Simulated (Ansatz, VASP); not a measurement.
# MgZnTe2: VASP beside Ansatz

INCAR

```
SYSTEM = MgZnTe2
ALGO     = Normal         ! electronic algorithm
EDIFF    = 1E-6           ! SCF threshold, eV
ENCUT    = 520            ! plane-wave cutoff, eV
GGA      = PE             ! functional
ISIF     = 2              ! what is computed and relaxed
ISMEAR   = 0              ! smearing method
LASPH    = .TRUE.         ! aspherical terms in the spheres
LCHARG   = .FALSE.        ! write CHGCAR
LREAL    = .FALSE.        ! projectors in reciprocal space
LWAVE    = .FALSE.        ! write WAVECAR
NBANDS   = 21             ! bands
NELM     = 80             ! most SCF steps
PREC     = Accurate       ! precision mode
SIGMA    = 0.01           ! smearing width, eV
```

KPOINTS

```
k-points
0
G
  6 6 4
  0 0 0
```

POSCAR

```
MgZnTe2
1.0
    4.4273278962      0.0000000000      0.0000000000
    0.0000000000      4.4273278962      0.0000000000
    0.0000000000      0.0000000000      6.3297795381
Mg Te Zn
1 2 1
Direct
    0.0000000000      0.0000000000      0.0000000000
    0.0000000000      0.5000000000      0.2641086205
    0.5000000000      0.0000000000      0.7358913795
    0.5000000000      0.5000000000      0.5000000000
```

Input for Ansatz:

```yaml
crystal:
  lattice:
    - [4.4273278962, 0.0, 0.0]
    - [0.0, 4.4273278962, 0.0]
    - [0.0, 0.0, 6.3297795381]
  atoms:
    - { symbol: Mg, position: [0.0, 0.0, 0.0] }
    - { symbol: Te, position: [0.0, 0.5, 0.2641086205] }
    - { symbol: Zn, position: [0.5, 0.5, 0.5] }
    - { symbol: Te, position: [0.5, 0.0, 0.7358913795] }
kpoints:
  mp_grid: { grid: [6, 6, 4] }
hamiltonian:
  xc: pbe
scf:
  occupations: { method: fixed }
  n_extra_bands: 5
output:
  forces: true
  stress: true
  eigenvalues: true
```

Alike in both runs: task single point; functional PBE; k mesh 6 × 6 × 4; no spin polarisation.

|  | VASP | Ansatz |
| --- | --- | --- |
| version | VASP 6.6.1 | Ansatz 0.2.0 |
| potentials or method | VASP PAW PBE potentials, release 64 (Mg, Te, Zn) | plane waves, PAW |
| plane-wave cutoff (eV) | 520 | 420 |
| occupations | gaussian, width 0.01 eV | fixed |
| valence electrons in the cell | 26 | 54 |

|  | VASP | Ansatz | Ansatz less VASP |
| --- | --- | --- | --- |
| gap on the k mesh at the Fermi level (eV) | 1.58 | 1.59 | +0.005 |
| pressure (GPa) | 1.3 | 1.2 | -0.04 |
| rms of the force components (eV/Å) | 0.007 | 0.002 | -0.0045 |

VASP's potentials hold 26 valence electrons a cell and Ansatz's 54, so a difference there can come from the potentials and not from the codes.

Spin-orbit coupling is off throughout.
